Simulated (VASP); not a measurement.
# GaN (F-43m) in VASP: settings compared

Aim: see how the results for GaN move with the level of theory and the settings. Levels: r2SCAN0, r2SCANh. Tasks: single point.

Everything below comes from runs of VASP 6.6.1. Logs are shortened: lines on timing, memory, paths and dates and some standing lists are left out, and cuts for length are marked.

## 1. The cell of the first run

The structure is cubic, space group F-43m (No. 216). The conventional cell has a = 4.498 Å, b = 4.498 Å, c = 4.498 Å, α = 90.00°, β = 90.00°, γ = 90.00°. Ga (site symmetry -43m) has 4 N at 1.95 Å within 2.6 Å. Within 2.6 Å of N (site symmetry -43m) lie 4 Ga at 1.95 Å.

## 2. Single point, r2SCAN0

POSCAR reads:

```
GaN
1.0
    0.0000000000      2.2489526566      2.2489526566
    2.2489526566      0.0000000000      2.2489526566
    2.2489526566      2.2489526566      0.0000000000
Ga N
1 1
Direct
    0.0000000000      0.0000000000      0.0000000000
    0.2500000000      0.2500000000      0.2500000000
```

INCAR.step1 reads:

```
SYSTEM = GaN
PREC = Accurate
ENCUT = 520
EDIFF = 1E-5
ISMEAR = 0
SIGMA = 0.01
LREAL = .False.
LASPH = .True.
NELM = 80
ALGO = Normal
ISIF = 2
LWAVE = .True.
LCHARG = .False.
GGA = PE
NBANDS = 16
```

INCAR.step2 reads:

```
SYSTEM = GaN
PREC = Accurate
ENCUT = 520
EDIFF = 1E-6
ISMEAR = 0
SIGMA = 0.01
LREAL = .False.
LASPH = .True.
NELM = 80
ALGO = Normal
ISIF = 2
LWAVE = .False.
LCHARG = .False.
METAGGA = R2SCAN
LHFCALC = .True.
AEXX = 0.25
LMIXTAU = .True.
PRECFOCK = Normal
ISTART = 1
NBANDS = 16
```

KPOINTS reads:

```
regular mesh
0
Gamma
  6 6 6
  0 0 0
```

Potentials or basis: VASP PAW PBE potentials, release 64 (Ga_d, N).

On the command line:

```sh
$ cat potpaw_PBE.64/Ga_d/POTCAR potpaw_PBE.64/N/POTCAR > POTCAR
$ cp INCAR.step1 INCAR
$ mpirun -np 1 vasp_std > vasp.out
$ cp INCAR.step2 INCAR
$ mpirun -np 1 vasp_std > vasp.out
```

OUTCAR:

```text
SYSTEM = GaN
   PREC = Accurate
   ENCUT = 520
   EDIFF = 1E-6
   ISMEAR = 0
   LREAL = .False.
   LASPH = .True.
   NELM = 80
   ISIF = 2
   METAGGA = R2SCAN
   LHFCALC = .True.
   AEXX = 0.25
   PRECFOCK = Normal
   ISTART = 1

 ion  position               nearest neighbor table
   1  0.000  0.000  0.000-   2 1.95   2 1.95   2 1.95   2 1.95
   2  0.250  0.250  0.250-   1 1.95   1 1.95   1 1.95   1 1.95

  LATTYP: Found a face centered cubic cell.
 ALAT       =     4.4979053132

  Lattice vectors:

 A1 = (   0.0000000000,   2.2489526566,   2.2489526566)
 A2 = (   2.2489526566,   0.0000000000,   2.2489526566)
 A3 = (   2.2489526566,   2.2489526566,   0.0000000000)

Analysis of symmetry for initial positions (statically):
=====================================================================
 Subroutine PRICEL returns:
 Original cell was already a primitive cell.

 Routine SETGRP: Setting up the symmetry group for a
 face centered cubic supercell.

 Subroutine GETGRP returns: Found 24 space group operations
 (whereof 24 operations were pure point group operations)
 out of a pool of 48 trial point group operations.

The static configuration has the point symmetry T_d .

Analysis of symmetry for dynamics (positions and initial velocities):
=====================================================================
 Subroutine PRICEL returns:
 Original cell was already a primitive cell.

 Routine SETGRP: Setting up the symmetry group for a
 face centered cubic supercell.

 Subroutine GETGRP returns: Found 24 space group operations
 (whereof 24 operations were pure point group operations)
 out of a pool of 48 trial point group operations.

The dynamic configuration has the point symmetry T_d .

 Subroutine INISYM returns: Found 24 space group operations
 (whereof 24 operations are pure point group operations),
 and found     1 'primitive' translations

----------------------------------------------------------------------------------------

                                     Primitive cell

  volume of cell :      22.7495

  direct lattice vectors                    reciprocal lattice vectors
     0.000000000  2.248952657  2.248952657    -0.222325712  0.222325712  0.222325712
     2.248952657  0.000000000  2.248952657     0.222325712 -0.222325712  0.222325712
     2.248952657  2.248952657  0.000000000     0.222325712  0.222325712 -0.222325712

  length of vectors
     3.180499348  3.180499348  3.180499348     0.385079429  0.385079429  0.385079429

[... 80 lines left out ...]
   TEBEG  =    0.0;   TEEND  =   0.0 temperature during run
   PSTRESS=    0.0 pullay stress
   NELECT =      18.0000    total number of electrons
   NUPDOWN=      -1.0000    fix difference up-down
   EMIN   =  10.00;   EMAX   =-10.00  energy-range for DOS
   EFERMI =   0.00;   METHOD = LEGACY
   ISMEAR =     0;   SIGMA  =   0.01  broadening in eV -4-tet -1-fermi 0-gaus
   EFERMI_NEDOS =   21; number of points for ismear=-14 and -15
   IALGO  =     38    algorithm
   IMIX   =      1    mixing-type and parameters
     AMIX     =   0.40;   BMIX     =  1.00
     AMIX_MAG =   1.60;   BMIX_MAG =  1.00
  volume/ion in A,a.u.               =      11.37        76.76
  Fermi-wavevector in a.u.,A,eV,Ry     =   1.514172  2.861371 31.194327  2.292718
  Thomas-Fermi vector in A             =   2.623866
   LORBIT       =      0    0 simple, 1 ext, 2 COOP (PROOUT), +10 PAW based schemes
   METAGGA = R2SCAN    functional components
   LHFCALC =     T    Hartree Fock is set to
   PRECFOCK=normal    Normal, Fast or Accurate (Low or Medium for compatibility)
   ENCUT4O =  -1.0   cutoff for four orbital integrals eV
   NKREDX  =     1    reduce k-point grid by
   NKREDY  =     1    reduce k-point grid by
   NKREDZ  =     1    reduce k-point grid by
   AEXX    =    0.2500 exact exchange contribution
   HFSCREEN=    0.0000 screening length (either q_TF or 0.3 A-1)
   HFSCREENC=   0.0000 screening length for correlation (either q_TF or 0.3 A-1)
   ENCUTFOCK=  -1.0 apply spherical cutoff to Coloumb kernel
   IVDW    =     0    specifies the selected vdW correction
   LEPSILON=     F    determine dielectric tensor
   LRPA    =     F    only Hartree local field effects (RPA)
 non-spin polarized calculation
 Gauss-broadening in eV      SIGMA  =   0.01
  energy-cutoff  :      520.00
  volume of cell :       22.75
 maximum number of plane-waves:       624
  NGX = 18; NGY = 18; NGZ = 18

 number of electron      18.0000009 magnetization

 Free energy of the ion-electron system (eV)
  ---------------------------------------------------
  ext. energy  EPLUGINS =         0.00000000
  ---------------------------------------------------
  free energy    TOTEN  =       -23.10926615 eV

  energy without entropy =      -23.10926615  energy(sigma->0) =      -23.10926615

 E-fermi :   4.0303     XC(G=0):  -9.8047

 val. band max:        3.9730736204   @ k =   0.0000   0.0000   0.0000
 cond. band min:       7.9947207364   @ k =   0.0000   0.0000   0.0000
 fundamental gap:      4.0216471160
 Fermi energy:         4.0302798296

 k-point     1 :       0.0000    0.0000    0.0000
  band No.  band energies     occupation
      1     -14.0511      2.00000
      2     -11.9379      2.00000
      3     -11.9379      2.00000
      4     -11.9379      2.00000
      5     -11.5982      2.00000
      6     -11.5982      2.00000
[... 281 lines left out ...]
      3     -11.7363      2.00000
      4     -11.6278      2.00000
      5     -11.5619      2.00000
      6      -9.2985      2.00000
[... 8 lines left out ...]
     15      27.8981      0.00000
     16      30.6446      0.00000

------------------------ aborting loop because EDIFF is reached ----------------------------------------

  FORCE on cell =-STRESS in cart. coord.  units (eV):
  Direction    XX          YY          ZZ          XY          YZ          ZX
  --------------------------------------------------------------------------------------
  -------------------------------------------------------------------------------------
  Total       -0.3696599     -0.3696599     -0.3696599      0.0000000      0.0000000      0.0000000
  in kB      -26.0340679    -26.0340679    -26.0340679      0.0000000      0.0000000      0.0000000
  external PRESSURE =     -26.0340679 kB  Pullay stress =       0.0000000 kB

 VOLUME and BASIS-vectors are now :
 -----------------------------------------------------------------------------
  energy-cutoff  :      520.00
  volume of cell :       22.75
      direct lattice vectors                 reciprocal lattice vectors
     0.000000000  2.248952657  2.248952657    -0.222325712  0.222325712  0.222325712
     2.248952657  0.000000000  2.248952657     0.222325712 -0.222325712  0.222325712
     2.248952657  2.248952657  0.000000000     0.222325712  0.222325712 -0.222325712

 POSITION                                       TOTAL-FORCE (eV/Angst)
 -----------------------------------------------------------------------------------
      0.00000      0.00000      0.00000         0.000000     -0.000000      0.000000
      1.12448      1.12448      1.12448        -0.000000      0.000000     -0.000000
 -----------------------------------------------------------------------------------
    total drift:                                0.000026     -0.000037     -0.000006

  FREE ENERGIE OF THE ION-ELECTRON SYSTEM (eV)
  ---------------------------------------------------
  free  energy   TOTEN  =       -23.1092661520 eV

  energy  without entropy=      -23.1092661520  energy(sigma->0) =      -23.10926615
```

Wall time 26 min (1 thread of Oxide Virtual Turin-like, shared host); peak memory 0.13 GiB.

Results:

- Free energy: -23.1093 eV
- Pressure: -2.6 GPa
- Band gap on the k mesh: 4.02 eV

Levels at points of the mesh, in eV from the valence-band top:
```
           k point  band 7  band 8  band 9  band 10  band 11  band 12
(0.00, 0.00, 0.00)    0.00    0.00    0.00     4.02    13.20    13.20
(0.50, 0.00, 0.00)   -7.69   -1.07   -1.07     7.23    11.70    13.13
(0.50, 0.50, 0.00)   -6.68   -2.99   -2.99     5.49     9.33    14.98
```

Caveat: the structure was generated, so it needn't be the stable form of GaN; the PAW data sets were made with another functional, which shifts forces and pressure a little.

## 3. Single point, r2SCANh

POSCAR is that of step 2.

INCAR.step1 reads:

```
PREC = Accurate
ENCUT = 520
EDIFF = 1E-5
ISMEAR = 0
SIGMA = 0.01
LREAL = False
LASPH = True
NELM = 60
ALGO = Normal
ISIF = 2
LWAVE = True
LCHARG = False
GGA = PE
NBANDS = 16
```

INCAR.step2 reads:

```
PREC = Accurate
ENCUT = 520
EDIFF = 1E-6
ISMEAR = 0
SIGMA = 0.01
LREAL = False
LASPH = True
NELM = 60
ALGO = Normal
ISIF = 2
LWAVE = False
LCHARG = False
METAGGA = R2SCAN
LHFCALC = True
AEXX = 0.1
LMIXTAU = True
PRECFOCK = Normal
ISTART = 1
NBANDS = 16
```

KPOINTS reads:

```
Automatic mesh
0
Gamma
  6 6 6
```

Potentials or basis: VASP PAW PBE potentials, release 64 (Ga_d, N).

On the command line:

```sh
$ cat potpaw_PBE.64/Ga_d/POTCAR potpaw_PBE.64/N/POTCAR > POTCAR
$ cp INCAR.step1 INCAR
$ mpirun -np 1 vasp_std > vasp.out
$ cp INCAR.step2 INCAR
$ mpirun -np 1 vasp_std > vasp.out
```

Wall time 32 min (1 thread of Oxide Virtual Turin-like, shared host); peak memory 0.12 GiB.

The run converged. Its results:

```yaml
Free_energy: -22.3675 eV
Pressure: -0.5 GPa
Band_gap_on_the_k_mesh: 2.89 eV
```

Levels at points of the mesh, in eV from the valence-band top:
```csv
k point,band 6,band 7,band 8,band 9,band 10,band 11,band 12,band 13
"(0.00, 0.00, 0.00)",-14.32,0.00,0.00,0.00,2.89,11.90,11.90,11.90
"(0.50, 0.00, 0.00)",-13.03,-7.40,-1.03,-1.03,6.00,10.36,11.87,11.87
"(0.50, 0.50, 0.00)",-12.59,-6.43,-2.88,-2.88,4.45,8.09,13.56,16.01
```

Caveat: the structure was generated, so it needn't be the stable form of GaN; the PAW data sets were made with another functional, which shifts forces and pressure a little.
